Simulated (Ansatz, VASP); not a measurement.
# One calculation of CdTe, two programs

```
Te Cd
1.0
     0.00000    3.20500    3.20500
     3.20500    0.00000    3.20500
     3.20500    3.20500    0.00000
Te Cd
1 1
Direct
  0.75000 0.75000 0.75000
  0.00000 0.00000 0.00000
```

Alike in both runs: task single point; functional pbesol exchange, pbe correlation; k mesh 7 × 7 × 7; occupations tetrahedron; no spin polarisation.

|  | VASP | Ansatz |
| --- | --- | --- |
| version | VASP 6.6.1 | Ansatz 0.2.0 |
| potentials or method | VASP PAW PBE potentials, release 64 (Te, Cd), cutoff 500 eV | all-electron LAPW, scalar-relativistic |

|  | VASP | Ansatz | Ansatz less VASP |
| --- | --- | --- | --- |
| gap on the k mesh at the Fermi level (eV) | 0.80 | 0.80 | -0.002 |
| least direct gap on the mesh (eV) | 0.80 | 0.80 | -0.002 |
| pressure (GPa) | 1.4 | 1.3 | -0.17 |

VASP's potentials were made for PBE, not for pbesol exchange, pbe correlation. Ansatz ran all-electron here, and VASP with PAW potentials.

Spin-orbit coupling is off throughout.
